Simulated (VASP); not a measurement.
A run of VASP 6.6.1:

The input INCAR:

```
SYSTEM = BN
PREC = Accurate ; ENCUT = 520
EDIFF = 1E-6 ; ISMEAR = 0
SIGMA = 0.05 ; LREAL = .FALSE.
LASPH = .TRUE. ; NELM = 80
ALGO = Normal ; ISIF = 2
LWAVE = .FALSE. ; LCHARG = .FALSE.
GGA = PE ; NBANDS = 16
```

Contents of KPOINTS:

```
regular mesh
0
G
  6 6 6
  0 0 0
```

POSCAR

```
BN
1.0
    0.0000000000     -1.8123937734     -1.7398980225
   -1.7398980225      0.0000000000     -1.7398980225
    1.7398980225      1.8123937734     -3.4797960449
B N
2 2
Direct
   -0.0015993670      0.0071310777      0.0000000000
    0.5015993670      0.4928689223      0.5000000000
    0.3733632633      0.3822976976      0.8750000000
    0.8766367367      0.8677023024      0.3750000000
```

Potentials or basis: VASP PAW PBE potentials, release 64 (B, N).

Launch:

```sh
$ cat potpaw_PBE.64/B/POTCAR potpaw_PBE.64/N/POTCAR > POTCAR
$ mpirun -np 1 vasp_std > vasp.out
```

Hardware: 1 thread of Intel(R) Xeon(R) 6975P-C (Granite Rapids), with other jobs on the host.

Problem. How long does it take, and how much memory?

Solution. Run time: 12 s on 1 thread of Intel(R) Xeon(R) 6975P-C (Granite Rapids), on a shared host, peak memory 0.15 GiB. Counts: scf iterations 12, k points 112.
